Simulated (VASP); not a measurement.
# Zn2SiN3 (P6/mmm) in VASP: notebook

The runs below take Zn2SiN3 through single point, with PBE.

Program: VASP 6.6.1. These are calculated values, not measurements. Logs are shortened: lines on timing, memory, paths and dates and some standing lists are left out, and cuts for length are marked.

## (1) The cell of the first run

It takes space group P6/mmm (No. 191, hexagonal). Conventional cell: a = 5.426 Å, b = 5.426 Å, c = 2.756 Å, α = 90.00°, β = 90.00°, γ = 120.00°. Zn (site symmetry -6m2) has 6 N at 2.09 Å and 2 Zn at 2.76 Å within 2.8 Å. Si (site symmetry 6/mmm) has 2 Si at 2.76 Å and 12 N at 3.04 Å and 6 Zn at 3.13 Å within 3.6 Å. Within 2.8 Å of N (site symmetry mmm) lie 4 Zn at 2.09 Å and 6 N at 2.71 to 2.76 Å.

## (2) Single point, PBE

Contents of INCAR:

```
PREC = Accurate
ENCUT = 520
EDIFF = 1E-6
ISMEAR = 0
SIGMA = 0.1
LREAL = F
LASPH = T
NELM = 80
ALGO = Normal
ISIF = 2
LWAVE = F
LCHARG = F
GGA = PE
NBANDS = 30
```

Contents of KPOINTS:

```
Automatic mesh
0
Gamma
  6 6 4
```

Contents of POSCAR:

```
Zn2SiN3
1.0
    5.4260248067      0.0000000000      0.0000000000
   -2.7130124033      4.6990753242      0.0000000000
    0.0000000000      0.0000000000      2.7562550227
Zn Si N
2 1 3
Direct
    0.3333333333      0.6666666667      0.0000000000
    0.6666666667      0.3333333333      0.0000000000
    0.0000000000      0.0000000000      0.0000000000
    0.5000000000      0.0000000000      0.5000000000
    0.0000000000      0.5000000000      0.5000000000
    0.5000000000      0.5000000000      0.5000000000
```

Potentials or basis: VASP PAW PBE potentials, release 64 (Zn, Si, N).

Started as:

```
> cat potpaw_PBE.64/Zn/POTCAR potpaw_PBE.64/Si/POTCAR potpaw_PBE.64/N/POTCAR > POTCAR
> mpirun -np 1 vasp_std > vasp.out
```

OUTCAR:

```text
PREC = Accurate
   ENCUT = 520
   EDIFF = 1E-6
   ISMEAR = 0
   LREAL = F
   LASPH = T
   NELM = 80
   ISIF = 2
   GGA = PE

 ion  position               nearest neighbor table
   1  0.333  0.667  0.000-   5 2.09   5 2.09   4 2.09   4 2.09   6 2.09   6 2.09
   2  0.667  0.333  0.000-   5 2.09   5 2.09   4 2.09   4 2.09   6 2.09   6 2.09
   3  0.000  0.000  0.000-
   4  0.500  0.000  0.500-   1 2.09   2 2.09   1 2.09   2 2.09
   5  0.000  0.500  0.500-   1 2.09   2 2.09   1 2.09   2 2.09
   6  0.500  0.500  0.500-   1 2.09   2 2.09   1 2.09   2 2.09

  LATTYP: Found a hexagonal cell.
 ALAT       =     5.4260248067
 C/A-ratio  =     0.5079694843

  Lattice vectors:

 A1 = (   5.4260248067,   0.0000000000,   0.0000000000)
 A2 = (  -2.7130124033,   4.6990753242,   0.0000000000)
 A3 = (   0.0000000000,   0.0000000000,   2.7562550227)

Analysis of symmetry for initial positions (statically):
=====================================================================
 Subroutine PRICEL returns:
 Original cell was already a primitive cell.

 Routine SETGRP: Setting up the symmetry group for a
 hexagonal supercell.

 Subroutine GETGRP returns: Found 24 space group operations
 (whereof 24 operations were pure point group operations)
 out of a pool of 24 trial point group operations.

The static configuration has the point symmetry D_6h.

Analysis of symmetry for dynamics (positions and initial velocities):
=====================================================================
 Subroutine PRICEL returns:
 Original cell was already a primitive cell.

 Routine SETGRP: Setting up the symmetry group for a
 hexagonal supercell.

 Subroutine GETGRP returns: Found 24 space group operations
 (whereof 24 operations were pure point group operations)
 out of a pool of 24 trial point group operations.

The dynamic configuration has the point symmetry D_6h.

 Subroutine INISYM returns: Found 24 space group operations
 (whereof 24 operations are pure point group operations),
 and found     1 'primitive' translations

----------------------------------------------------------------------------------------

                                     Primitive cell

  volume of cell :      70.2771

  direct lattice vectors                    reciprocal lattice vectors
     5.426024807  0.000000000  0.000000000     0.184296983  0.106403913  0.000000000
    -2.713012403  4.699075324  0.000000000     0.000000000  0.212807825  0.000000000
     0.000000000  0.000000000  2.756255023     0.000000000  0.000000000  0.362811130

  length of vectors
     5.426024807  5.426024807  2.756255023     0.212807825  0.212807825  0.362811130

  position of ions in fractional coordinates (direct lattice)
     0.333333333  0.666666667  0.000000000
     0.666666667  0.333333333  0.000000000
     0.000000000  0.000000000  0.000000000
     0.500000000  0.000000000  0.500000000
     0.000000000  0.500000000  0.500000000
     0.500000000  0.500000000  0.500000000

  ion indices of the primitive-cell ions
   primitive index   ion index
                 1           1
                 2           2
                 3           3
                 4           4
                 5           5
                 6           6

----------------------------------------------------------------------------------------

 KPOINTS: Automatic mesh

Automatic generation of k-mesh.
 Grid dimensions read from file:
 generate k-points for:    6    6    4

 Generating k-lattice:

  Cartesian coordinates                     Fractional coordinates (reciprocal lattice)
     0.030716164  0.017733985  0.000000000     0.166666667  0.000000000  0.000000000
     0.000000000  0.035467971  0.000000000     0.000000000  0.166666667  0.000000000
     0.000000000  0.000000000  0.090702783     0.000000000  0.000000000  0.250000000

  Length of vectors
     0.035467971  0.035467971  0.090702783

  Shift w.r.t. Gamma in fractional coordinates (k-lattice)
     0.000000000  0.000000000  0.000000000

 Subroutine IBZKPT returns following result:
 ===========================================

 Found     21 irreducible k-points:

 Following reciprocal coordinates:
            Coordinates               Weight
  0.000000  0.000000  0.000000      1.000000
  0.166667 -0.000000  0.000000      6.000000
  0.333333 -0.000000  0.000000      6.000000
  0.500000  0.000000  0.000000      3.000000
  0.166667  0.166667  0.000000      6.000000
  0.333333  0.166667  0.000000     12.000000
[... 13 lines left out ...]
  0.333333  0.166667  0.500000     12.000000
  0.333333  0.333333  0.500000      2.000000
   k-points           NKPTS =     21   k-points in BZ     NKDIM =     21   number of bands    NBANDS=     30
   number of dos      NEDOS =    301   number of ions     NIONS =      6
   total plane-waves  NPLWV =  32000
   dimension x,y,z NGX =    40 NGY =   40 NGZ =   20
   dimension x,y,z NGXF=    80 NGYF=   80 NGZF=   40
   ions per type =               2   1   3
   NGX,Y,Z   is equivalent  to a cutoff of  12.26, 12.26, 12.06 a.u.
   NGXF,Y,Z  is equivalent  to a cutoff of  24.51, 24.51, 24.13 a.u.
 SYSTEM =  unknown system
   PREC   = accura    normal or accurate (medium, high low for compatibility)
   ISTART =      0    job   : 0-new  1-cont  2-samecut
   ICHARG =      2    charge: 1-file 2-atom 10-const
   ISPIN  =      1    spin polarized calculation?
   LNONCOLLINEAR =      F non collinear calculations
   LSORBIT =      F    spin-orbit coupling
   LASPH  =      T    aspherical Exc in radial PAW
   ENCUT  =  520.0 eV  38.22 Ry    6.18 a.u.  10.09 10.09  5.12*2*pi/ulx,y,z
   NELM   =     80;   NELMIN=  2; NELMDL= -5     # of ELM steps
   EDIFF  = 0.1E-05   stopping-criterion for ELM
   LREAL  =      F    real-space projection
   EDIFFG = 0.1E-04   stopping-criterion for IOM
   NSW    =      0    number of steps for IOM
   IBRION =     -1    ionic relax: 0-MD 1-quasi-New 2-CG
   NFREE  =      0    steps in history (QN), initial steepest desc. (CG)
   ISIF   =      2    stress and relaxation
   ISYM   =      2    0-nonsym 1-usesym 2-fastsym
   POTIM  = 0.5000    time-step for ionic-motion
   TEBEG  =    0.0;   TEEND  =   0.0 temperature during run
   PSTRESS=    0.0 pullay stress
   NELECT =      43.0000    total number of electrons
   NUPDOWN=      -1.0000    fix difference up-down
   EMIN   =  10.00;   EMAX   =-10.00  energy-range for DOS
   EFERMI =   0.00;   METHOD = LEGACY
   ISMEAR =     0;   SIGMA  =   0.10  broadening in eV -4-tet -1-fermi 0-gaus
   EFERMI_NEDOS =   21; number of points for ismear=-14 and -15
   IALGO  =     38    algorithm
   IMIX   =      4    mixing-type and parameters
     AMIX     =   0.40;   BMIX     =  1.00
     AMIX_MAG =   1.60;   BMIX_MAG =  1.00
  volume/ion in A,a.u.               =      11.71        79.04
  Fermi-wavevector in a.u.,A,eV,Ry     =   1.389824  2.626386 26.281158  1.931611
  Thomas-Fermi vector in A             =   2.513818
   LORBIT       =      0    0 simple, 1 ext, 2 COOP (PROOUT), +10 PAW based schemes
   GGA     = PE    functional components
   LHFCALC =     F    Hartree Fock is set to
   AEXX    =    0.0000 exact exchange contribution
   IVDW    =     0    specifies the selected vdW correction
   LEPSILON=     F    determine dielectric tensor
   LRPA    =     F    only Hartree local field effects (RPA)
 non-spin polarized calculation
 Gauss-broadening in eV      SIGMA  =   0.10
  energy-cutoff  :      520.00
  volume of cell :       70.28
 maximum number of plane-waves:      1913
   NGX = 21   NGY = 21   NGZ = 11

 number of electron      42.9999958 magnetization

 Free energy of the ion-electron system (eV)
  ---------------------------------------------------
  ext. energy  EPLUGINS =         0.00000000
  ---------------------------------------------------
  free energy    TOTEN  =       -24.07942715 eV

  energy without entropy =      -24.05210607  energy(sigma->0) =      -24.06576661

 E-fermi :   4.2731     XC(G=0): -11.3990

 val. band max:        4.2651313985   @ k =   0.1667   0.1667   0.2500
 cond. band min:       4.2838945574   @ k =   0.0000   0.0000   0.0000
 fundamental gap:      0.0187631590
 Fermi energy:         4.2730675388

 k-point     1 :       0.0000    0.0000    0.0000
  band No.  band energies     occupation
      1     -11.7422      2.00000
      2      -9.3304      2.00000
      3      -9.3304      2.00000
      4      -4.2986      2.00000
      5      -3.8772      2.00000
      6      -2.5937      2.00000
[... 22 lines left out ...]
     29      12.0934      0.00000
     30      14.1474      0.00000

 k-point     2 :       0.1667   -0.0000    0.0000
  band No.  band energies     occupation
      1     -11.6333      2.00000
      2      -9.5485      2.00000
      3      -9.3423      2.00000
      4      -4.2057      2.00000
      5      -4.0568      2.00000
      6      -2.5840      2.00000
[... 22 lines left out ...]
     29      12.0413      0.00000
     30      14.0300      0.00000

 k-point     3 :       0.3333   -0.0000    0.0000
  band No.  band energies     occupation
      1     -11.3339      2.00000
      2     -10.0441      2.00000
      3      -9.3658      2.00000
      4      -4.6441      2.00000
      5      -3.5552      2.00000
      6      -2.6538      2.00000
[... 22 lines left out ...]
     29      12.9107      0.00000
     30      13.6279      0.00000

 k-point     4 :       0.5000    0.0000    0.0000
  band No.  band energies     occupation
      1     -11.0596      2.00000
      2     -10.4075      2.00000
      3      -9.3774      2.00000
      4      -4.8145      2.00000
      5      -3.2485      2.00000
      6      -2.7547      2.00000
[... 517 lines left out ...]
     29      12.1953      0.00000
     30      12.9118      0.00000

 k-point    20 :       0.3333    0.1667    0.5000
  band No.  band energies     occupation
      1      -9.4762      2.00000
      2      -9.0558      2.00000
      3      -8.5999      2.00000
      4      -3.1527      2.00000
      5      -2.8964      2.00000
      6      -2.8379      2.00000
[... 22 lines left out ...]
     29      11.5563      0.00000
     30      12.5339      0.00000

 k-point    21 :       0.3333    0.3333    0.5000
  band No.  band energies     occupation
      1      -9.2662      2.00000
      2      -9.2662      2.00000
      3      -8.6193      2.00000
      4      -2.9461      2.00000
      5      -2.9461      2.00000
      6      -2.8522      2.00000
[... 22 lines left out ...]
     29      11.8686      0.00000
     30      11.8686      0.00000

------------------------ aborting loop because EDIFF is reached ----------------------------------------

  FORCE on cell =-STRESS in cart. coord.  units (eV):
  Direction    XX          YY          ZZ          XY          YZ          ZX
  --------------------------------------------------------------------------------------
  -------------------------------------------------------------------------------------
  Total        0.3099625      0.3099625      0.4323476      0.0000000      0.0000000     -0.0000000
  in kB        7.0665298      7.0665298      9.8566667      0.0000000      0.0000000     -0.0000000
  external PRESSURE =       7.9965754 kB  Pullay stress =       0.0000000 kB

 VOLUME and BASIS-vectors are now :
 -----------------------------------------------------------------------------
  energy-cutoff  :      520.00
  volume of cell :       70.28
      direct lattice vectors                 reciprocal lattice vectors
     5.426024807  0.000000000  0.000000000     0.184296983  0.106403913  0.000000000
    -2.713012403  4.699075324  0.000000000     0.000000000  0.212807825  0.000000000
     0.000000000  0.000000000  2.756255023     0.000000000  0.000000000  0.362811130

 POSITION                                       TOTAL-FORCE (eV/Angst)
 -----------------------------------------------------------------------------------
     -0.00000      3.13272      0.00000         0.000000     -0.000000     -0.000000
      2.71301      1.56636      0.00000        -0.000000      0.000000      0.000000
      0.00000      0.00000      0.00000        -0.000000     -0.000000      0.000000
      2.71301      0.00000      1.37813        -0.000000     -0.000000      0.000000
     -1.35651      2.34954      1.37813        -0.000000     -0.000000      0.000000
      1.35651      2.34954      1.37813        -0.000000     -0.000000      0.000000
 -----------------------------------------------------------------------------------
    total drift:                                0.000000     -0.000000      0.000000

  FREE ENERGIE OF THE ION-ELECTRON SYSTEM (eV)
  ---------------------------------------------------
  free  energy   TOTEN  =       -24.0794271517 eV

  energy  without entropy=      -24.0521060677  energy(sigma->0) =      -24.06576661
```

It took 28 s on 1 thread of AMD EPYC 9R14 (Zen 4), shared host; peak memory 0.17 GiB.

Results:

- Free energy: -24.0794 eV
- Pressure: 0.8 GPa

Levels at points of the mesh, in eV from the Fermi level:
| k point | band 20 | band 21 | band 22 | band 23 | band 24 | band 25 |
| --- | --- | --- | --- | --- | --- | --- |
| (0.00, 0.00, 0.00) | -0.21 | 0.01 | 0.99 | 0.99 | 3.02 | 3.02 |
| (0.50, 0.00, 0.00) | -0.36 | -0.06 | 0.08 | 0.28 | 0.99 | 2.46 |
| (0.00, 0.00, 0.50) | -1.89 | -1.89 | 0.64 | 0.95 | 0.95 | 1.15 |
| (0.50, 0.00, 0.50) | -1.20 | -1.11 | -0.30 | 0.25 | 1.10 | 2.17 |

Caveat: the k points lie up to 0.57 Å⁻¹ apart.

[end of part 1 of 2]
